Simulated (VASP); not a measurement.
Set up this calculation in VASP 6.6.1, as the native input.

```
Task                   : single point
Functional             : PBEsol
Dispersion             : D3(BJ)
Potentials or basis    : VASP PAW PBE potentials, release 64 (Ge_d)
Cutoff                 : 520 eV
k mesh                 : 12 × 12 × 12
Occupations            : methfessel-paxton, width 0.1 eV
Spin                   : no spin polarisation
Dipole correction      : no
Further INCAR settings : ALGO = Normal; EDIFF = 1e-07; NBANDS = 21
```

The structure of Ge lies in POSCAR:

```
Ge
1.0
   -1.6600000000      1.6600000000      4.0960000000
    1.6600000000     -1.6600000000      4.0960000000
    1.6600000000      1.6600000000     -4.0960000000
Ge
2
Direct
    0.3333000000      0.3333000000      0.0000000000
    0.6667000000      0.6667000000      0.0000000000
```

The input as run:

INCAR

```
PREC = Accurate
ENCUT = 520
EDIFF = 1E-7
ISMEAR = 1
SIGMA = 0.1
LREAL = False
LASPH = True
NELM = 60
ALGO = Normal
ISIF = 2
LWAVE = False
LCHARG = True
GGA = PS
IVDW = 12
LELF = True
LVHAR = True
NBANDS = 21
```

KPOINTS

```
Automatic mesh
0
Gamma
  12 12 12
```

Potentials or basis: VASP PAW PBE potentials, release 64 (Ge_d).

The run is started by

```bash
$ cat potpaw_PBE.64/Ge_d/POTCAR > POTCAR
$ mpirun -np 1 vasp_std > vasp.out
```

Results of the run:

```yaml
Pressure: -4.2 GPa
Largest_force: 0.207 eV/Å
Band_gap_on_the_k_mesh: zero (bands 14 and 15 overlap by 3.65 eV)
Dispersion_energy_per_atom: -0.274 eV
```

Caveat: three body term missing; the cell stands under tension; the PAW data sets were made with another functional, which shifts forces and pressure a little.

It took 4.2 min on 1 thread of Intel Xeon 8259CL, with other jobs on the host, peak memory 0.29 GiB.
